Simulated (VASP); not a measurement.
# MgO (P4mm) in VASP: a series of runs, part 2 of 2

VASP 6.6.1. The steps go on from the part before.

## Step 4: Single point, PBE (atom 5 (O) moved +0.125 Å towards its neighbour atom 1 (Mg) at 2.127 Å)

Input file INCAR:

```
PREC = Accurate
ENCUT = 520
EDIFF = 1E-6
ISMEAR = 0
SIGMA = 0.05
LREAL = F
LASPH = T
NELM = 100
ALGO = Normal
ISIF = 2
LWAVE = F
LCHARG = F
GGA = PE
NBANDS = 26
```

Input file KPOINTS:

```
Automatic mesh
0
Gamma
  6 6 6
```

Input file POSCAR:

```
MgO
1.0
    4.2538458108      0.0000000000      0.0000000000
    0.0000000000     -4.2538458108      0.0000000000
    0.0000000000      0.0000000000     -4.2538458108
Mg O
4 4
Direct
    0.0000000000      0.0000000000      0.0000000000
    0.5000000000      0.5000000000      0.0000000000
    0.5000000000      0.0000000000      0.5000000000
    0.0000000000      0.5000000000      0.5000000000
    0.4706148258      0.0000000000      0.0000000000
    0.0000000000      0.5000000000      0.0000000000
    0.0000000000      0.0000000000      0.5000000000
    0.5000000000      0.5000000000      0.5000000000
```

Potentials or basis: VASP PAW PBE potentials, release 64 (Mg, O).

Started as:

```sh
$ cat potpaw_PBE.64/Mg/POTCAR potpaw_PBE.64/O/POTCAR > POTCAR
$ mpirun -np 1 vasp_std > vasp.out
```

OUTCAR:

```text
PREC = Accurate
   ENCUT = 520
   EDIFF = 1E-6
   ISMEAR = 0
   LREAL = F
   LASPH = T
   NELM = 100
   ISIF = 2
   GGA = PE

 ion  position               nearest neighbor table
   1  0.000  0.000  0.000-   5 2.00   6 2.13   7 2.13   7 2.13   6 2.13   5 2.25   3 3.01   4 3.01
                             2 3.01   2 3.01   4 3.01   3 3.01   4 3.01   2 3.01   3 3.01   4 3.01
   2  0.500  0.500  0.000-   6 2.13   8 2.13   8 2.13   6 2.13   5 2.13   5 2.13   3 3.01   4 3.01
                             1 3.01   1 3.01   3 3.01   3 3.01   3 3.01   1 3.01   4 3.01   4 3.01
   3  0.500  0.000  0.500-   7 2.13   8 2.13   8 2.13   7 2.13   5 2.13   5 2.13   1 3.01   2 3.01
                             1 3.01   2 3.01   4 3.01   2 3.01   2 3.01   1 3.01   4 3.01   4 3.01
   4  0.000  0.500  0.500-   6 2.13   7 2.13   8 2.13   6 2.13   7 2.13   8 2.13   1 3.01   2 3.01
[... 917 lines left out ...]
 VOLUME and BASIS-vectors are now :
 -----------------------------------------------------------------------------
  energy-cutoff  :      520.00
  volume of cell :       76.97
      direct lattice vectors                 reciprocal lattice vectors
     4.253845811  0.000000000  0.000000000     0.235081393  0.000000000  0.000000000
     0.000000000 -4.253845811  0.000000000     0.000000000 -0.235081393  0.000000000
     0.000000000  0.000000000 -4.253845811     0.000000000  0.000000000 -0.235081393

 POSITION                                       TOTAL-FORCE (eV/Angst)
 -----------------------------------------------------------------------------------
      0.00000      0.00000      0.00000        -0.338606      0.000000     -0.000000
      2.12692     -2.12692      0.00000        -0.180258      0.000000     -0.000000
      2.12692      0.00000     -2.12692        -0.180258      0.000000     -0.000000
      0.00000     -2.12692     -2.12692         0.033062      0.000000     -0.000000
      2.00192      0.00000      0.00000         1.333138     -0.000000      0.000000
      0.00000     -2.12692      0.00000        -0.363187      0.000000     -0.000000
      0.00000      0.00000     -2.12692        -0.363187      0.000000     -0.000000
      2.12692     -2.12692     -2.12692         0.059297      0.000000     -0.000000
 -----------------------------------------------------------------------------------
    total drift:                                0.001031     -0.000000     -0.000001

  FREE ENERGIE OF THE ION-ELECTRON SYSTEM (eV)
  ---------------------------------------------------
  free  energy   TOTEN  =       -47.5656950833 eV

  energy  without entropy=      -47.5656950833  energy(sigma->0) =      -47.56569508
```

OSZICAR:

```text
N       E                     dE             d eps       ncg     rms          rms(c)
DAV:   1     0.138375171890E+03    0.13838E+03   -0.15812E+04  2152   0.112E+03
DAV:   2    -0.449165172293E+02   -0.18329E+03   -0.17533E+03  2804   0.241E+02
DAV:   3    -0.537929410062E+02   -0.88764E+01   -0.88345E+01  2650   0.531E+01
DAV:   4    -0.538400055164E+02   -0.47065E-01   -0.47041E-01  2300   0.448E+00
DAV:   5    -0.538402156619E+02   -0.21015E-03   -0.21013E-03  2414   0.305E-01    0.144E+01
DAV:   6    -0.476363595270E+02    0.62039E+01   -0.20405E+01  2200   0.277E+01    0.452E+00
DAV:   7    -0.475908532281E+02    0.45506E-01   -0.30991E-01  2156   0.393E+00    0.274E+00
DAV:   8    -0.475686449671E+02    0.22208E-01   -0.12778E-01  2276   0.340E+00    0.554E-01
DAV:   9    -0.475654287371E+02    0.32162E-02   -0.50886E-03  2538   0.526E-01    0.196E-01
DAV:  10    -0.475657681091E+02   -0.33937E-03   -0.29788E-03  2408   0.334E-01    0.880E-02
DAV:  11    -0.475656985718E+02    0.69537E-04   -0.19204E-04  2204   0.100E-01    0.264E-02
DAV:  12    -0.475656954162E+02    0.31556E-05   -0.20032E-05  2378   0.312E-02    0.894E-03
DAV:  13    -0.475656950833E+02    0.33285E-06   -0.34395E-06  2248   0.143E-02
   1 F= -.47565695E+02 E0= -.47565695E+02  d E =-.495433E-19
```

Run time: 75 s. Hardware: 1 thread of Intel Xeon 8259CL, shared host; peak memory 0.21 GiB.

What came out:

```yaml
Free_energy: -47.5657 eV
Pressure: -0.3 GPa
Largest_force: 1.333 eV/Å
Band_gap_on_the_k_mesh: 4.42 eV
```

Forces on the atoms (eV/Å):
```
Mg  -0.339  0.000  0.000
Mg  -0.180  0.000  0.000
Mg  -0.180  0.000  0.000
Mg   0.033  0.000  0.000
O    1.333  0.000  0.000
O   -0.363  0.000  0.000
O   -0.363  0.000  0.000
O    0.059  0.000  0.000
```

Levels at points of the mesh, in eV from the valence-band top:
| k point | band 13 | band 14 | band 15 | band 16 | band 17 | band 18 | band 19 | band 20 |
| --- | --- | --- | --- | --- | --- | --- | --- | --- |
| (0.00, 0.00, 0.00) | -1.30 | -0.01 | 0.00 | 0.00 | 4.42 | 9.07 | 9.07 | 9.08 |
| (0.50, 0.00, 0.00) | -0.78 | -0.78 | -0.65 | -0.65 | 7.59 | 7.89 | 11.08 | 11.09 |
| (0.00, 0.50, 0.00) | -0.72 | -0.71 | -0.71 | -0.69 | 7.69 | 7.74 | 10.73 | 11.08 |
| (0.50, 0.50, 0.00) | -0.69 | -0.63 | -0.60 | -0.56 | 8.79 | 8.92 | 9.47 | 9.52 |
| (0.00, 0.50, 0.50) | -0.62 | -0.62 | -0.61 | -0.61 | 9.04 | 9.17 | 9.17 | 9.20 |
| (0.50, 0.50, 0.50) | -0.62 | -0.62 | -0.61 | -0.61 | 7.62 | 7.70 | 7.71 | 7.71 |

Caveat: the cell differs from its parent crystal (atom 5 (O) moved +0.125 Å towards its neighbour atom 1 (Mg) at 2.127 Å); forces of over 1 eV/Å act on the atoms, so gaps and moduli don't describe the material at rest.

## Step 5: Single point, PBE (atom 5 (O) moved +0.075 Å towards its neighbour atom 1 (Mg) at 2.127 Å)

Input file INCAR:

```
SYSTEM = MgO
  PREC = Accurate
  ENCUT = 520
  EDIFF = 1E-7
  ISMEAR = 0
  SIGMA = 0.05
  LREAL = .False.
  LASPH = .True.
  NELM = 60
  ALGO = Normal
  ISIF = 2
  LWAVE = .False.
  LCHARG = .False.
  GGA = PE
  NBANDS = 26
```

Input file KPOINTS:

```
regular mesh
0
Gamma
  6 6 6
  0 0 0
```

Changes to POSCAR since step 4:

```diff
@@ -12,3 +12,3 @@
     0.0000000000      0.5000000000      0.5000000000
-    0.4706148258      0.0000000000      0.0000000000
+    0.4823688955      0.0000000000      0.0000000000
     0.0000000000      0.5000000000      0.0000000000
```

Started as:

```sh
$ cat potpaw_PBE.64/Mg/POTCAR potpaw_PBE.64/O/POTCAR > POTCAR
$ mpirun -np 1 vasp_std > vasp.out
```

Wall time 86 s (1 thread of Intel Xeon 8259CL, shared host); peak memory 0.21 GiB.

Results (log left out):

```yaml
Free_energy: -47.6181 eV
Pressure: -0.6 GPa
Largest_force: 0.773 eV/Å
Band_gap_on_the_k_mesh: 4.43 eV
```

Forces in eV/Å, atoms in the order of the input:
```
Mg  -0.178  0.000  0.000
Mg  -0.108  0.000  0.000
Mg  -0.108  0.000  0.000
Mg   0.020  0.000  0.000
O    0.773  0.000  0.000
O   -0.218  0.000  0.000
O   -0.218  0.000  0.000
O    0.036  0.000  0.000
```

Stress tensor (GPa, compression positive):
```
-0.33  0.00  0.00
 0.00 -0.73  0.00
 0.00  0.00 -0.73
```

Levels at points of the mesh, in eV from the valence-band top:
| k point | band 13 | band 14 | band 15 | band 16 | band 17 | band 18 | band 19 | band 20 |
| --- | --- | --- | --- | --- | --- | --- | --- | --- |
| (0.00, 0.00, 0.00) | -1.30 | -0.01 | 0.00 | 0.00 | 4.43 | 9.08 | 9.08 | 9.08 |
| (0.50, 0.00, 0.00) | -0.75 | -0.75 | -0.67 | -0.67 | 7.67 | 7.85 | 11.09 | 11.09 |
| (0.00, 0.50, 0.00) | -0.71 | -0.71 | -0.71 | -0.71 | 7.74 | 7.76 | 10.91 | 11.08 |
| (0.50, 0.50, 0.00) | -0.66 | -0.62 | -0.62 | -0.58 | 8.97 | 9.04 | 9.37 | 9.41 |
| (0.00, 0.50, 0.50) | -0.62 | -0.62 | -0.62 | -0.62 | 9.15 | 9.20 | 9.20 | 9.21 |
| (0.50, 0.50, 0.50) | -0.62 | -0.62 | -0.62 | -0.62 | 7.68 | 7.71 | 7.71 | 7.71 |

Caveat: the cell differs from its parent crystal (atom 5 (O) moved +0.075 Å towards its neighbour atom 1 (Mg) at 2.127 Å).

## Step 6: Single point, PBE (atom 5 (O) moved +0.025 Å towards its neighbour atom 1 (Mg) at 2.127 Å)

Input file INCAR:

```
PREC = Accurate ; ENCUT = 520
EDIFF = 1E-7 ; ISMEAR = 0
SIGMA = 0.05 ; LREAL = False
LASPH = True ; NELM = 100
ALGO = Normal ; ISIF = 2
LWAVE = False ; LCHARG = True
GGA = PE ; LELF = True
LVHAR = True ; NBANDS = 26
```

Input file KPOINTS:

```
regular mesh
0
Gamma
  6 6 6
```

Changes to POSCAR since step 5:

```diff
@@ -12,3 +12,3 @@
     0.0000000000      0.5000000000      0.5000000000
-    0.4823688955      0.0000000000      0.0000000000
+    0.4941229652      0.0000000000      0.0000000000
     0.0000000000      0.5000000000      0.0000000000
```

Potentials or basis: VASP PAW PBE potentials, release 64 (Mg, O).

Started as:

```sh
$ cat potpaw_PBE.64/Mg/POTCAR potpaw_PBE.64/O/POTCAR > POTCAR
$ mpirun -np 1 vasp_std > vasp.out
```

It took 87 s on 1 thread of Intel Xeon 8259CL, shared host; peak memory 0.21 GiB.

It converged, with:

```yaml
Free_energy: -47.6436 eV
Pressure: -0.7 GPa
Largest_force: 0.253 eV/Å
Band_gap_on_the_k_mesh: 4.44 eV
```

Forces on the atoms (eV/Å):
```
Mg  -0.055  0.000  0.000
Mg  -0.036  0.000  0.000
Mg  -0.036  0.000  0.000
Mg   0.007  0.000  0.000
O    0.253  0.000  0.000
O   -0.073  0.000  0.000
O   -0.073  0.000  0.000
O    0.012  0.000  0.000
```

Levels at points of the mesh, in eV from the valence-band top:
| k point | band 13 | band 14 | band 15 | band 16 | band 17 | band 18 | band 19 | band 20 |
| --- | --- | --- | --- | --- | --- | --- | --- | --- |
| (0.00, 0.00, 0.00) | -1.31 | 0.00 | 0.00 | 0.00 | 4.44 | 9.08 | 9.08 | 9.08 |
| (0.50, 0.00, 0.00) | -0.73 | -0.73 | -0.70 | -0.70 | 7.74 | 7.80 | 11.09 | 11.09 |
| (0.00, 0.50, 0.00) | -0.71 | -0.71 | -0.71 | -0.71 | 7.77 | 7.77 | 11.06 | 11.09 |
| (0.50, 0.50, 0.00) | -0.64 | -0.62 | -0.62 | -0.61 | 9.13 | 9.15 | 9.26 | 9.28 |
| (0.00, 0.50, 0.50) | -0.62 | -0.62 | -0.62 | -0.62 | 9.20 | 9.21 | 9.21 | 9.21 |
| (0.50, 0.50, 0.50) | -0.62 | -0.62 | -0.62 | -0.62 | 7.71 | 7.71 | 7.71 | 7.71 |

Caveat: the cell differs from its parent crystal (atom 5 (O) moved +0.025 Å towards its neighbour atom 1 (Mg) at 2.127 Å).

## Step 7: The runs side by side

| cell | gap on the mesh (eV) | pressure (GPa) | largest force (eV/Å) |
| --- | --- | --- | --- |
| as given, atomic positions A | 4.44 | -0.7 | 0.51 |
| as given, atomic positions B | 4.40 | 0.1 | 1.96 |
| as given, atomic positions C | 4.42 | -0.3 | 1.33 |
| as given, atomic positions D | 4.43 | -0.6 | 0.77 |
| as given, atomic positions E | 4.44 | -0.7 | 0.25 |

Alike in all rows: task single point; level PBE; potentials or basis VASP PAW PBE potentials, release 64 (Mg, O); no spin polarisation; k mesh 6 × 6 × 6; cutoff (eV) 520; smearing gaussian 0.05 eV.

Caveats: forces of over 1 eV/Å act on the atoms, so gaps and moduli don't describe the material at rest (at least some runs).

Absolute energies hang on the potentials; compare differences alone.
